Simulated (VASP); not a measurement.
# TePb (P4/nmm) in VASP: single point with PBE

Aim: the single point of TePb with PBE.

Everything below comes from runs of VASP 6.6.1. Logs are shortened: lines on timing, memory, paths and dates and some standing lists are left out, and cuts for length are marked.

### Step 1. The cell of the first run

The structure is tetragonal, space group P4/nmm (No. 129). The conventional cell has a = 4.852 Å, b = 4.852 Å, c = 6.130 Å, α = 90.00°, β = 90.00°, γ = 90.00°. Pb (site symmetry 4mm) has 4 Te at 2.82 Å within 3.7 Å. Within 3.7 Å of Te (site symmetry -4m2) lie 4 Pb at 2.82 Å and 4 Te at 3.43 Å.

### Step 2. Single point, PBE (O replaced by Te, lengths x 1.204, strained)

The input, INCAR:

```
SYSTEM = TePb
ALGO     = Normal         ! electronic algorithm
EDIFF    = 1E-6           ! SCF threshold, eV
ENCUT    = 500            ! plane-wave cutoff, eV
GGA      = PE             ! functional
GGA_COMPAT= .False.      
ISIF     = 2              ! what is computed and relaxed
ISMEAR   = 0              ! smearing method
LASPH    = .True.         ! aspherical terms in the spheres
LCHARG   = .False.        ! write CHGCAR
LREAL    = .False.        ! projectors in reciprocal space
LWAVE    = .False.        ! write WAVECAR
NBANDS   = 28             ! bands
NELM     = 120            ! most SCF steps
PREC     = Accurate       ! precision mode
SIGMA    = 0.1            ! smearing width, eV
```

The input, KPOINTS:

```
k-points
0
Gamma
  10 10 8
  0 0 0
```

The input, POSCAR:

```
TePb
1.0
    4.8516403664      0.0000000000      0.0000000000
    0.0000000000      4.8516403664      0.0000000000
    0.0000000000      0.0000000000      6.1304694847
Pb Te
2 2
Direct
    0.0000000000      0.5000000000      0.2351000000
    0.5000000000      0.0000000000      0.7649000000
    0.0000000000      0.0000000000      0.0000000000
    0.5000000000      0.5000000000      0.0000000000
```

Potentials or basis: VASP PAW PBE potentials, release 64 (Pb_d, Te).

Command:

```
> cat potpaw_PBE.64/Pb_d/POTCAR potpaw_PBE.64/Te/POTCAR > POTCAR
> mpirun -np 1 vasp_std > vasp.out
```

OUTCAR:

```text
SYSTEM = TePb
   EDIFF = 1E-6
   ENCUT = 500
   GGA = PE
   ISIF = 2
   ISMEAR = 0
   LASPH = .True.
   LREAL = .False.
   NELM = 120
   PREC = Accurate

 ion  position               nearest neighbor table
   1  0.000  0.500  0.235-   3 2.82   4 2.82   3 2.82   4 2.82
   2  0.500  0.000  0.765-   3 2.82   4 2.82   4 2.82   3 2.82
   3  0.000  0.000  0.000-   1 2.82   2 2.82   1 2.82   2 2.82   4 3.43   4 3.43   4 3.43   4 3.43

   4  0.500  0.500  0.000-   1 2.82   2 2.82   2 2.82   1 2.82   3 3.43   3 3.43   3 3.43   3 3.43

  LATTYP: Found a simple tetragonal cell.
 ALAT       =     4.8516403664
 C/A-ratio  =     1.2635869565

  Lattice vectors:

 A1 = (   4.8516403664,   0.0000000000,   0.0000000000)
 A2 = (   0.0000000000,   4.8516403664,   0.0000000000)
 A3 = (   0.0000000000,   0.0000000000,   6.1304694847)

Analysis of symmetry for initial positions (statically):
=====================================================================
 Subroutine PRICEL returns:
 Original cell was already a primitive cell.

 Routine SETGRP: Setting up the symmetry group for a
 simple tetragonal supercell.

 Subroutine GETGRP returns: Found 16 space group operations
 (whereof  8 operations were pure point group operations)
 out of a pool of 16 trial point group operations.

The static configuration has the point symmetry D_2d.
 The point group associated with its full space group is D_4h.

Analysis of symmetry for dynamics (positions and initial velocities):
=====================================================================
 Subroutine PRICEL returns:
 Original cell was already a primitive cell.

 Routine SETGRP: Setting up the symmetry group for a
 simple tetragonal supercell.

 Subroutine GETGRP returns: Found 16 space group operations
 (whereof  8 operations were pure point group operations)
 out of a pool of 16 trial point group operations.

The dynamic configuration has the point symmetry D_2d.
 The point group associated with its full space group is D_4h.

 Subroutine INISYM returns: Found 16 space group operations
 (whereof  8 operations are pure point group operations),
 and found     1 'primitive' translations

----------------------------------------------------------------------------------------

[... 92 lines left out ...]
   LSORBIT =      F    spin-orbit coupling
   LASPH  =      T    aspherical Exc in radial PAW
   ENCUT  =  500.0 eV  36.75 Ry    6.06 a.u.   8.85  8.85 11.18*2*pi/ulx,y,z
   NELM   =    120;   NELMIN=  2; NELMDL= -5     # of ELM steps
   EDIFF  = 0.1E-05   stopping-criterion for ELM
   LREAL  =      F    real-space projection
   EDIFFG = 0.1E-04   stopping-criterion for IOM
   NSW    =      0    number of steps for IOM
   IBRION =     -1    ionic relax: 0-MD 1-quasi-New 2-CG
   NFREE  =      0    steps in history (QN), initial steepest desc. (CG)
   ISIF   =      2    stress and relaxation
   ISYM   =      2    0-nonsym 1-usesym 2-fastsym
   POTIM  = 0.5000    time-step for ionic-motion
   TEBEG  =    0.0;   TEEND  =   0.0 temperature during run
   PSTRESS=    0.0 pullay stress
   NELECT =      40.0000    total number of electrons
   NUPDOWN=      -1.0000    fix difference up-down
   EMIN   =  10.00;   EMAX   =-10.00  energy-range for DOS
   EFERMI =   0.00;   METHOD = LEGACY
   ISMEAR =     0;   SIGMA  =   0.10  broadening in eV -4-tet -1-fermi 0-gaus
   EFERMI_NEDOS =   21; number of points for ismear=-14 and -15
   IALGO  =     38    algorithm
   IMIX   =      4    mixing-type and parameters
     AMIX     =   0.40;   BMIX     =  1.00
     AMIX_MAG =   1.60;   BMIX_MAG =  1.00
  volume/ion in A,a.u.               =      36.08       243.45
  Fermi-wavevector in a.u.,A,eV,Ry     =   1.067426  2.017143 15.502460  1.139399
  Thomas-Fermi vector in A             =   2.203042
   LORBIT       =      0    0 simple, 1 ext, 2 COOP (PROOUT), +10 PAW based schemes
   GGA     = PE    functional components
   LHFCALC =     F    Hartree Fock is set to
   AEXX    =    0.0000 exact exchange contribution
   IVDW    =     0    specifies the selected vdW correction
   LEPSILON=     F    determine dielectric tensor
   LRPA    =     F    only Hartree local field effects (RPA)
 non-spin polarized calculation
 Gauss-broadening in eV      SIGMA  =   0.10
  energy-cutoff  :      500.00
  volume of cell :      144.30
 maximum number of plane-waves:      3712
 NGX is ok and might be reduce to    36
   NGX = 17   NGY = 17   NGZ = 23

 number of electron      40.0000014 magnetization

 Free energy of the ion-electron system (eV)
  ---------------------------------------------------
  ext. energy  EPLUGINS =         0.00000000
  ---------------------------------------------------
  free energy    TOTEN  =       -11.52491780 eV

  energy without entropy =      -11.51812608  energy(sigma->0) =      -11.52152194

 E-fermi :   5.8087     XC(G=0):  -8.5673

 val. band max:        5.7235060357   @ k =   0.2000   0.2000   0.2500
 cond. band min:       5.8271116214   @ k =   0.1000   0.1000   0.1250
 fundamental gap:      0.1036055856
 Fermi energy:         5.8087066588

 k-point     1 :       0.0000    0.0000    0.0000
  band No.  band energies     occupation
      1     -11.7038      2.00000
      2     -11.5881      2.00000
      3     -11.5646      2.00000
      4     -11.5646      2.00000
      5     -11.5098      2.00000
      6     -11.5098      2.00000
[... 733 lines left out ...]
     27      11.3251      0.00000
     28      11.5118      0.00000

 [... further k-points ...]

------------------------ aborting loop because EDIFF is reached ----------------------------------------

  FORCE on cell =-STRESS in cart. coord.  units (eV):
  Direction    XX          YY          ZZ          XY          YZ          ZX
  --------------------------------------------------------------------------------------
  -------------------------------------------------------------------------------------
  Total       18.3539876     18.3539876      9.0105742      0.0000000     -0.0000000      0.0000000
  in kB      203.7839988    203.7839988    100.0442454      0.0000000     -0.0000000      0.0000000
  external PRESSURE =     169.2040810 kB  Pullay stress =       0.0000000 kB

 VOLUME and BASIS-vectors are now :
 -----------------------------------------------------------------------------
  energy-cutoff  :      500.00
  volume of cell :      144.30
      direct lattice vectors                 reciprocal lattice vectors
     4.851640366  0.000000000  0.000000000     0.206115855  0.000000000  0.000000000
     0.000000000  4.851640366  0.000000000     0.000000000  0.206115855  0.000000000
     0.000000000  0.000000000  6.130469485     0.000000000  0.000000000  0.163119644

 POSITION                                       TOTAL-FORCE (eV/Angst)
 -----------------------------------------------------------------------------------
      0.00000      2.42582      1.44127        -0.000000     -0.000000      3.298796
      2.42582      0.00000      4.68920         0.000000      0.000000     -3.298796
      0.00000      0.00000      0.00000         0.000000      0.000000      0.000000
      2.42582      2.42582      0.00000         0.000000      0.000000      0.000000
 -----------------------------------------------------------------------------------
    total drift:                                0.000000      0.000000     -0.000000

  FREE ENERGIE OF THE ION-ELECTRON SYSTEM (eV)
  ---------------------------------------------------
  free  energy   TOTEN  =       -11.5249177959 eV

  energy  without entropy=      -11.5181260754  energy(sigma->0) =      -11.52152194
```

OSZICAR:

```text
N       E                     dE             d eps       ncg     rms          rms(c)
DAV:   1     0.390687906318E+03    0.39069E+03   -0.17404E+04  5880   0.135E+03
DAV:   2     0.272038857249E+02   -0.36348E+03   -0.35377E+03  5996   0.367E+02
DAV:   3    -0.101324183644E+02   -0.37336E+02   -0.36713E+02  7808   0.140E+02
DAV:   4    -0.116800505404E+02   -0.15476E+01   -0.15408E+01  7044   0.319E+01
DAV:   5    -0.117597904654E+02   -0.79740E-01   -0.79727E-01  8368   0.707E+00    0.106E+01
DAV:   6    -0.115459894510E+02    0.21380E+00   -0.40066E-01  8072   0.411E+00    0.672E+00
DAV:   7    -0.115286102149E+02    0.17379E-01   -0.26389E-01  7892   0.224E+00    0.101E+00
DAV:   8    -0.115236713289E+02    0.49389E-02   -0.39555E-02  8156   0.140E+00    0.622E-01
DAV:   9    -0.115248604370E+02   -0.11891E-02   -0.69045E-03  6460   0.486E-01    0.123E-01
DAV:  10    -0.115247710917E+02    0.89345E-04   -0.12664E-03  7452   0.243E-01    0.382E-02
DAV:  11    -0.115249044098E+02   -0.13332E-03   -0.27149E-04  6440   0.777E-02    0.140E-02
DAV:  12    -0.115249181022E+02   -0.13692E-04   -0.54670E-05  7476   0.534E-02    0.145E-02
DAV:  13    -0.115249171377E+02    0.96452E-06   -0.18158E-05  6372   0.327E-02    0.519E-03
DAV:  14    -0.115249177959E+02   -0.65818E-06   -0.13478E-06  4996   0.785E-03
   1 F= -.11524918E+02 E0= -.11521522E+02  d E =-.679172E-02
```

It took 5.4 min on 1 thread of Intel Xeon 8259CL, shared host; peak memory 0.48 GiB.

What came out:

| Property | Result |
| --- | --- |
| Free energy | -11.5249 eV |
| Pressure | 16.9 GPa |
| Largest force | 3.299 eV/Å |
| Band gap on the k mesh | zero (bands 20 and 21 overlap by 1.46 eV) |

Forces on the atoms (eV/Å):
```
Pb   0.000  0.000  3.299
Pb   0.000  0.000 -3.299
Te   0.000  0.000  0.000
Te   0.000  0.000  0.000
```

Stress tensor (GPa, compression positive):
```
20.38  0.00  0.00
 0.00 20.38  0.00
 0.00  0.00 10.00
```

Caveat: the cell differs from its parent crystal (O replaced by Te, lengths x 1.204, strained); the cell stands under pressure; spin-orbit coupling is left out, which moves the levels of the heavy elements; forces of over 1 eV/Å act on the atoms, so gaps and moduli don't describe the material at rest.
